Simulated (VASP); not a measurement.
# Zn3Se2S (P3m1) in VASP: notebook

Zn3Se2S is run at these levels: PBE; tasks: single point.

Everything below comes from runs of VASP 6.6.1. Logs are shortened: lines on timing, memory, paths and dates and some standing lists are left out, and cuts for length are marked.

### 1 The cell of the first run

The structure is trigonal, space group P3m1 (No. 156). Conventional cell: a = 3.818 Å, b = 3.818 Å, c = 9.368 Å, α = 90.00°, β = 90.00°, γ = 120.00°. Within 3.0 Å of Zn (site symmetry 3m) lie 1 S at 2.26 Å and 3 Se at 2.36 Å. Zn (site symmetry 3m) has 4 Se at 2.36 to 2.37 Å within 3.1 Å. Within 3.0 Å of Zn (site symmetry 3m) lie 3 S at 2.30 Å and 1 Se at 2.38 Å. Se (site symmetry 3m) has 4 Zn at 2.36 to 2.37 Å within 3.1 Å. Se (site symmetry 3m) has 4 Zn at 2.36 to 2.38 Å within 3.1 Å. S (site symmetry 3m) has 4 Zn at 2.26 to 2.30 Å within 3.0 Å.

### 2 Single point, PBE (volume scaled by 0.88, then relaxed in part)

Input file INCAR:

```
SYSTEM = Zn3Se2S
PREC = Accurate
ENCUT = 520
EDIFF = 1E-7
ISMEAR = 0
SIGMA = 0.02
LREAL = .False.
LASPH = .True.
NELM = 60
ALGO = Normal
ISIF = 2
LWAVE = .False.
LCHARG = .True.
GGA = PE
LELF = .True.
LVHAR = .True.
NBANDS = 36
```

Input file KPOINTS:

```
Automatic mesh
0
Gamma
  12 12 4
  0 0 0
```

Input file POSCAR:

```
Zn3Se2S
1.0
    3.8176610398      0.0000000276      0.0000000000
   -1.9088305439      3.3061914297      0.0000000000
    0.0000000000      0.0000000000      9.3682492615
Zn Se S
3 2 1
Direct
    0.0000000000      0.0000000000      0.9893390179
    0.6666666667      0.3333333333      0.3328147830
    0.3333333333      0.6666666667      0.6772561357
    0.6666666667      0.3333333333      0.0800661664
    0.3333333333      0.6666666667      0.4228950762
    0.0000000000      0.0000000000      0.7476278207
```

Potentials or basis: VASP PAW PBE potentials, release 64 (Zn, Se, S).

Run with:

```console
cat potpaw_PBE.64/Zn/POTCAR potpaw_PBE.64/Se/POTCAR potpaw_PBE.64/S/POTCAR > POTCAR
mpirun -np 1 vasp_std > vasp.out
```

OUTCAR:

```text
SYSTEM = Zn3Se2S
   PREC = Accurate
   ENCUT = 520
   EDIFF = 1E-7
   ISMEAR = 0
   LREAL = .False.
   LASPH = .True.
   NELM = 60
   ISIF = 2
   GGA = PE

 ion  position               nearest neighbor table
   1  0.000  0.000  0.989-   6 2.26   4 2.36   4 2.36   4 2.36
   2  0.667  0.333  0.333-   5 2.36   5 2.36   5 2.36   4 2.37
   3  0.333  0.667  0.677-   6 2.30   6 2.30   6 2.30   5 2.38
   4  0.667  0.333  0.080-   1 2.36   1 2.36   1 2.36   2 2.37
   5  0.333  0.667  0.423-   2 2.36   2 2.36   2 2.36   3 2.38
   6  0.000  0.000  0.748-   1 2.26   3 2.30   3 2.30   3 2.30

  LATTYP: Found a hexagonal cell.
 ALAT       =     3.8176610398
 C/A-ratio  =     2.4539237936

  Lattice vectors:

 A1 = (   3.8176610398,   0.0000000276,   0.0000000000)
 A2 = (  -1.9088305439,   3.3061914297,   0.0000000000)
 A3 = (   0.0000000000,   0.0000000000,   9.3682492615)

Analysis of symmetry for initial positions (statically):
=====================================================================
 Subroutine PRICEL returns:
 Original cell was already a primitive cell.

 Routine SETGRP: Setting up the symmetry group for a
 hexagonal supercell.

 Subroutine GETGRP returns: Found  6 space group operations
 (whereof  6 operations were pure point group operations)
 out of a pool of 24 trial point group operations.

The static configuration has the point symmetry C_3v.

Analysis of symmetry for dynamics (positions and initial velocities):
=====================================================================
 Subroutine PRICEL returns:
 Original cell was already a primitive cell.

 Routine SETGRP: Setting up the symmetry group for a
 hexagonal supercell.

 Subroutine GETGRP returns: Found  6 space group operations
 (whereof  6 operations were pure point group operations)
 out of a pool of 24 trial point group operations.

The dynamic configuration has the point symmetry C_3v.

 Subroutine INISYM returns: Found  6 space group operations
 (whereof  6 operations are pure point group operations),
 and found     1 'primitive' translations

----------------------------------------------------------------------------------------

                                     Primitive cell

  volume of cell :     118.2453

  direct lattice vectors                    reciprocal lattice vectors
     3.817661040  0.000000028  0.000000000     0.261940488  0.151231414  0.000000000
    -1.908830544  3.306191430  0.000000000    -0.000000002  0.302462824  0.000000000
     0.000000000  0.000000000  9.368249262     0.000000000  0.000000000  0.106743530

  length of vectors
     3.817661040  3.817661040  9.368249262     0.302462824  0.302462824  0.106743530

  position of ions in fractional coordinates (direct lattice)
     0.000000000  0.000000000  0.989339018
     0.666666667  0.333333333  0.332814783
     0.333333333  0.666666667  0.677256136
     0.666666667  0.333333333  0.080066166
     0.333333333  0.666666667  0.422895076
     0.000000000  0.000000000  0.747627821

  ion indices of the primitive-cell ions
   primitive index   ion index
                 1           1
                 2           2
                 3           3
                 4           4
                 5           5
                 6           6

----------------------------------------------------------------------------------------

 KPOINTS: Automatic mesh

Automatic generation of k-mesh.
 Grid dimensions read from file:
 generate k-points for:   12   12    4

 Generating k-lattice:

  Cartesian coordinates                     Fractional coordinates (reciprocal lattice)
     0.021828374  0.012602618  0.000000000     0.083333333 -0.000000000  0.000000000
    -0.000000000  0.025205235  0.000000000    -0.000000000  0.083333333  0.000000000
     0.000000000  0.000000000  0.026685883     0.000000000  0.000000000  0.250000000

  Length of vectors
     0.025205235  0.025205235  0.026685883

  Shift w.r.t. Gamma in fractional coordinates (k-lattice)
     0.000000000  0.000000000  0.000000000

 Subroutine IBZKPT returns following result:
 ===========================================

 Found     69 irreducible k-points:

 Following reciprocal coordinates:
            Coordinates               Weight
  0.000000  0.000000  0.000000      1.000000
  0.083333 -0.000000  0.000000      6.000000
  0.166667 -0.000000  0.000000      6.000000
  0.250000  0.000000  0.000000      6.000000
  0.333333  0.000000  0.000000      6.000000
  0.416667 -0.000000  0.000000      6.000000
[... 16 lines left out ...]
  0.166667 -0.000000  0.250000      6.000000
 -0.000000  0.166667  0.250000      6.000000
 [... further k-points ...]
   k-points           NKPTS =     69   k-points in BZ     NKDIM =     69   number of bands    NBANDS=     36
   number of dos      NEDOS =    301   number of ions     NIONS =      6
   total plane-waves  NPLWV =  54880
   dimension x,y,z NGX =    28 NGY =   28 NGZ =   70
   dimension x,y,z NGXF=    56 NGYF=   56 NGZF=  140
   ions per type =               3   2   1
   NGX,Y,Z   is equivalent  to a cutoff of  12.19, 12.19, 12.42 a.u.
   NGXF,Y,Z  is equivalent  to a cutoff of  24.39, 24.39, 24.84 a.u.
 SYSTEM =  Zn3Se2S
   PREC   = accura    normal or accurate (medium, high low for compatibility)
   ISTART =      0    job   : 0-new  1-cont  2-samecut
   ICHARG =      2    charge: 1-file 2-atom 10-const
   ISPIN  =      1    spin polarized calculation?
   LNONCOLLINEAR =      F non collinear calculations
   LSORBIT =      F    spin-orbit coupling
   LASPH  =      T    aspherical Exc in radial PAW
   ENCUT  =  520.0 eV  38.22 Ry    6.18 a.u.   7.10  7.10 17.42*2*pi/ulx,y,z
   NELM   =     60;   NELMIN=  2; NELMDL= -5     # of ELM steps
   EDIFF  = 0.1E-06   stopping-criterion for ELM
   LREAL  =      F    real-space projection
   EDIFFG = 0.1E-05   stopping-criterion for IOM
   NSW    =      0    number of steps for IOM
   IBRION =     -1    ionic relax: 0-MD 1-quasi-New 2-CG
   NFREE  =      0    steps in history (QN), initial steepest desc. (CG)
   ISIF   =      2    stress and relaxation
   ISYM   =      2    0-nonsym 1-usesym 2-fastsym
   POTIM  = 0.5000    time-step for ionic-motion
   TEBEG  =    0.0;   TEEND  =   0.0 temperature during run
   PSTRESS=    0.0 pullay stress
   NELECT =      54.0000    total number of electrons
   NUPDOWN=      -1.0000    fix difference up-down
   EMIN   =  10.00;   EMAX   =-10.00  energy-range for DOS
   EFERMI =   0.00;   METHOD = LEGACY
   ISMEAR =     0;   SIGMA  =   0.02  broadening in eV -4-tet -1-fermi 0-gaus
   EFERMI_NEDOS =   21; number of points for ismear=-14 and -15
   IALGO  =     38    algorithm
   IMIX   =      4    mixing-type and parameters
     AMIX     =   0.40;   BMIX     =  1.00
     AMIX_MAG =   1.60;   BMIX_MAG =  1.00
  volume/ion in A,a.u.               =      19.71       132.99
  Fermi-wavevector in a.u.,A,eV,Ry     =   1.260699  2.382376 21.624590  1.589363
  Thomas-Fermi vector in A             =   2.394196
   LORBIT       =      0    0 simple, 1 ext, 2 COOP (PROOUT), +10 PAW based schemes
   GGA     = PE    functional components
   LHFCALC =     F    Hartree Fock is set to
   AEXX    =    0.0000 exact exchange contribution
   IVDW    =     0    specifies the selected vdW correction
   LEPSILON=     F    determine dielectric tensor
   LRPA    =     F    only Hartree local field effects (RPA)
 non-spin polarized calculation
 Gauss-broadening in eV      SIGMA  =   0.02
  energy-cutoff  :      520.00
  volume of cell :      118.25
 maximum number of plane-waves:      3207
   NGX = 15   NGY = 15   NGZ = 35

 number of electron      53.9999982 magnetization

 Free energy of the ion-electron system (eV)
  ---------------------------------------------------
  ext. energy  EPLUGINS =         0.00000000
  ---------------------------------------------------
  free energy    TOTEN  =       -18.36629936 eV

  energy without entropy =      -18.36629936  energy(sigma->0) =      -18.36629936

 E-fermi :   2.9519     XC(G=0):  -9.8803

 val. band max:        2.8263662079   @ k =   0.0000   0.0000   0.0000
 cond. band min:       4.5660280512   @ k =   0.0000   0.0000   0.0000
 fundamental gap:      1.7396618433
 Fermi energy:         2.9518813016

 k-point     1 :       0.0000    0.0000    0.0000
  band No.  band energies     occupation
      1     -11.2414      2.00000
      2     -10.5325      2.00000
      3     -10.4917      2.00000
      4      -4.3268      2.00000
      5      -4.3268      2.00000
      6      -4.2543      2.00000
[... 28 lines left out ...]
     35       9.1865      0.00000
     36       9.5230      0.00000

 k-point     2 :       0.0833   -0.0000    0.0000
  band No.  band energies     occupation
      1     -11.1910      2.00000
      2     -10.4969      2.00000
      3     -10.4532      2.00000
      4      -4.3303      2.00000
      5      -4.3135      2.00000
      6      -4.2466      2.00000
[... 28 lines left out ...]
     35       9.2820      0.00000
     36       9.3370      0.00000

 k-point     3 :       0.1667   -0.0000    0.0000
  band No.  band energies     occupation
      1     -11.0463      2.00000
      2     -10.3986      2.00000
      3     -10.3455      2.00000
      4      -4.3363      2.00000
      5      -4.2772      2.00000
      6      -4.2247      2.00000
[... 28 lines left out ...]
     35       9.3014      0.00000
     36       9.7781      0.00000
[... 742 lines left out ...]
 k-point    23 :       0.1667   -0.0000    0.2500
  band No.  band energies     occupation
      1     -10.9979      2.00000
      2     -10.6045      2.00000
      3     -10.1841      2.00000
      4      -4.3407      2.00000
      5      -4.2771      2.00000
      6      -4.2448      2.00000
[... 28 lines left out ...]
     35       9.2604      0.00000
     36       9.8884      0.00000

 k-point    24 :      -0.0000    0.1667    0.2500
  band No.  band energies     occupation
      1     -10.9944      2.00000
      2     -10.6135      2.00000
      3     -10.1781      2.00000
      4      -4.3392      2.00000
      5      -4.2745      2.00000
      6      -4.2346      2.00000
[... 28 lines left out ...]
     35       9.4846      0.00000
     36       9.7392      0.00000

 [... further k-points ...]

------------------------ aborting loop because EDIFF is reached ----------------------------------------

  FORCE on cell =-STRESS in cart. coord.  units (eV):
  Direction    XX          YY          ZZ          XY          YZ          ZX
  --------------------------------------------------------------------------------------
  -------------------------------------------------------------------------------------
  Total        7.8092944      7.8092944      7.8105907     -0.0000000     -0.0000000      0.0000000
  in kB      105.8128904    105.8128904    105.8304544     -0.0000000     -0.0000000      0.0000000
  external PRESSURE =     105.8187451 kB  Pullay stress =       0.0000000 kB

 VOLUME and BASIS-vectors are now :
 -----------------------------------------------------------------------------
  energy-cutoff  :      520.00
  volume of cell :      118.25
      direct lattice vectors                 reciprocal lattice vectors
     3.817661040  0.000000028  0.000000000     0.261940488  0.151231414  0.000000000
    -1.908830544  3.306191430  0.000000000    -0.000000002  0.302462824  0.000000000
     0.000000000  0.000000000  9.368249262     0.000000000  0.000000000  0.106743530

 POSITION                                       TOTAL-FORCE (eV/Angst)
 -----------------------------------------------------------------------------------
      0.00000      0.00000      9.26837         0.000000     -0.000000     -0.007949
      1.90883      1.10206      3.11789        -0.000000      0.000000      0.000263
     -0.00000      2.20413      6.34470         0.000000     -0.000000      0.009954
      1.90883      1.10206      0.75008         0.000000     -0.000000     -0.000868
     -0.00000      2.20413      3.96179         0.000000     -0.000000      0.003612
      0.00000      0.00000      7.00396         0.000000     -0.000000     -0.005012
 -----------------------------------------------------------------------------------
    total drift:                               -0.000001      0.000001      0.002964

  FREE ENERGIE OF THE ION-ELECTRON SYSTEM (eV)
  ---------------------------------------------------
  free  energy   TOTEN  =       -18.3662993621 eV

  energy  without entropy=      -18.3662993621  energy(sigma->0) =      -18.36629936
```

Run time: 2 min. Hardware: 1 thread of Intel Xeon 6975P-C (Granite Rapids), shared host; peak memory 0.38 GiB.

What came out:

```yaml
Free_energy: -18.3663 eV
Pressure: 10.6 GPa
Largest_force: 0.010 eV/Å
Band_gap_on_the_k_mesh: 1.74 eV, direct
```

Forces on the atoms (eV/Å):
```
Zn   0.000  0.000 -0.008
Zn   0.000  0.000  0.000
Zn   0.000  0.000  0.010
Se   0.000  0.000 -0.001
Se   0.000  0.000  0.004
S    0.000  0.000 -0.005
```

Levels at points of the mesh, in eV from the valence-band top:
```
           k point  band 24  band 25  band 26  band 27  band 28  band 29  band 30  band 31
(0.00, 0.00, 0.00)    -0.64    -0.20     0.00     0.00     1.74     2.84     3.23     5.74
(0.50, 0.00, 0.00)    -2.35    -2.21    -1.72    -1.37     2.69     3.41     3.84     3.96
(0.00, 0.00, 0.50)    -0.47    -0.47    -0.15    -0.15     2.53     3.11     3.14     5.71
(0.50, 0.00, 0.50)    -2.72    -2.11    -1.18    -1.08     2.78     3.19     3.51     4.57
```

 A k mesh can miss the band edges.

### 3 Single point, PBE (volume scaled by 0.91, then relaxed in part)

Input file INCAR:

```
PREC = Accurate
ENCUT = 520
EDIFF = 1E-6
ISMEAR = 0
SIGMA = 0.02
LREAL = False
LASPH = True
NELM = 60
ALGO = Normal
ISIF = 2
LWAVE = False
LCHARG = False
GGA = PE
NBANDS = 36
```

Input file KPOINTS:

```
Automatic mesh
0
Gamma
  12 12 4
```

Input file POSCAR:

```
Zn3Se2S
1.0
    3.8609375902      0.0000000280      0.0000000000
   -1.9304688193      3.3436700216      0.0000000000
    0.0000000000      0.0000000000      9.4716649368
Zn Se S
3 2 1
Direct
    0.0000000000      0.0000000000      0.9896607997
    0.6666666667      0.3333333333      0.3328959820
    0.3333333333      0.6666666667      0.6768672808
    0.6666666667      0.3333333333      0.0799807842
    0.3333333333      0.6666666667      0.4225581534
    0.0000000000      0.0000000000      0.7480359998
```

Potentials or basis: VASP PAW PBE potentials, release 64 (Zn, Se, S).

Run with:

```console
cat potpaw_PBE.64/Zn/POTCAR potpaw_PBE.64/Se/POTCAR potpaw_PBE.64/S/POTCAR > POTCAR
mpirun -np 1 vasp_std > vasp.out
```

Wall time 2.3 min (1 thread of Intel Xeon 6975P-C (Granite Rapids), shared host); peak memory 0.42 GiB.

The run converged. Its results:

| Property | Result |
| --- | --- |
| Free energy | -18.5903 eV |
| Pressure | 7.3 GPa |
| Largest force | 0.009 eV/Å |
| Band gap on the k mesh | 1.61 eV, direct |

Forces on the atoms (eV/Å):
```
Zn   0.000  0.000 -0.006
Zn   0.000  0.000  0.000
Zn   0.000  0.000  0.009
Se   0.000  0.000 -0.001
Se   0.000  0.000  0.003
S    0.000  0.000 -0.005
```

Levels at points of the mesh, in eV from the valence-band top:
```csv
k point,band 24,band 25,band 26,band 27,band 28,band 29,band 30,band 31
"(0.00, 0.00, 0.00)",-0.61,-0.19,0.00,0.00,1.61,2.78,3.15,5.78
"(0.50, 0.00, 0.00)",-2.25,-2.11,-1.63,-1.30,2.79,3.44,3.80,3.91
"(0.00, 0.00, 0.50)",-0.44,-0.44,-0.14,-0.14,2.47,3.00,3.02,5.70
"(0.50, 0.00, 0.50)",-2.58,-2.00,-1.11,-1.02,2.74,3.26,3.57,4.55
```

 A k mesh can miss the band edges.

(Continued in part 2 of 2.)
